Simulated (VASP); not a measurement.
Write the native input for VASP 6.6.1 that does the following.

```yaml
Task: relaxation of cell and atoms
Functional: LDA
Potentials_or_basis: VASP PAW LDA potentials, release 64 (Tl_d)
Cutoff: 600 eV
k_mesh: 13 × 13 × 13
Occupations: fermi-dirac, width 0.05 eV
Spin: no spin polarisation
Dipole_correction: no
Further_INCAR_settings: ALGO = Normal; EDIFF = 1e-07; IBRION = 2; EDIFFG = -0.005; NSW = 60; ISIF = 3
```

The structure of Tl lies in POSCAR:

```
Tl
1.0
    3.0881070506      0.0000000000      0.0000000000
    0.0000000000      3.0881070506      0.0000000000
    0.0000000000      0.0000000000      3.0881070506
Tl
1
Direct
    0.0000000000      0.0000000000      0.0000000000
```

One way to write it, as run:

INCAR

```
PREC     = Accurate       # precision mode
ENCUT    = 600            # plane-wave cutoff, eV
EDIFF    = 1E-7           # SCF threshold, eV
ISMEAR   = -1             # smearing method
SIGMA    = 0.05           # smearing width, eV
LREAL    = False          # projectors in reciprocal space
LASPH    = True           # aspherical terms in the spheres
NELM     = 60             # most SCF steps
ALGO     = Normal         # electronic algorithm
ISIF     = 3              # what is computed and relaxed
LWAVE    = False          # write WAVECAR
LCHARG   = False          # write CHGCAR
IBRION   = 2              # ionic algorithm
NSW      = 60             # ionic steps
EDIFFG   = -0.005         # ionic threshold
```

KPOINTS

```
regular mesh
0
Gamma
  13 13 13
```

Potentials or basis: VASP PAW LDA potentials, release 64 (Tl_d).

The run is started by

```sh
$ cat potpaw_LDA.64/Tl_d/POTCAR > POTCAR
$ mpirun -np 1 vasp_std > vasp.out
```

Results of the run:

- Relaxed volume: 29.58 Å³/atom
- Relaxed cell: a = 3.093 Å, b = 3.093 Å, c = 3.093 Å, α = 90.00°, β = 90.00°, γ = 90.00°
- Space group after relaxing (to 0.05 Å): Pm-3m (No. 221)
- Energy gained by relaxing: 0.1 meV/atom
- Ionic steps: 2
- Pressure after relaxing: 0.0 GPa

Run time: 14 s on 1 thread of Intel(R) Xeon(R) 6975P-C (Granite Rapids), on a shared host, peak memory 0.17 GiB.
